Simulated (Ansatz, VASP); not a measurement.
## One calculation of Na2B3, two programs

```
Na B
1.0
     3.77432    0.00000    0.00000
     0.00000    3.77432    0.00000
     0.00000    0.00000    6.56562
Na B
2 3
Direct
  0.00000 0.00000 0.50000
  0.50000 0.50000 0.00000
  0.00000 0.00000 0.12049
  0.00000 0.00000 0.87951
  0.50000 0.50000 0.50000
```

Alike in both runs: functional PBE; k mesh 6 × 6 × 6; occupations gaussian, width 0.1 eV; no spin polarisation.

Ansatz relaxed the structure, and its values are those at the end. VASP's run is a single point on that final structure, the one shown.

|  | VASP | Ansatz |
| --- | --- | --- |
| version | VASP 6.6.1 | Ansatz 0.2.0 |
| potentials or method | VASP PAW PBE potentials, release 64 (Na_pv, B), cutoff 520 eV | scalar-relativistic, plane waves, PAW |
| valence electrons in the cell | 23 | 27 |

VASP gave:

```
gap on the k mesh at the Fermi level (eV) : none
pressure (GPa)                            : 0.0
rms of the force components (eV/Å)        : 0.004
```

**Question.** What did Ansatz give for the same quantities?

**Answer.** gap on the k mesh at the Fermi level (eV): none; pressure (GPa): 0.0; rms of the force components (eV/Å): 0.000.

A gap of «none» marks a metal or a gap that the smearing closes. VASP's potentials hold 23 valence electrons a cell and Ansatz's 27, so a difference there can come from the potentials and not from the codes.
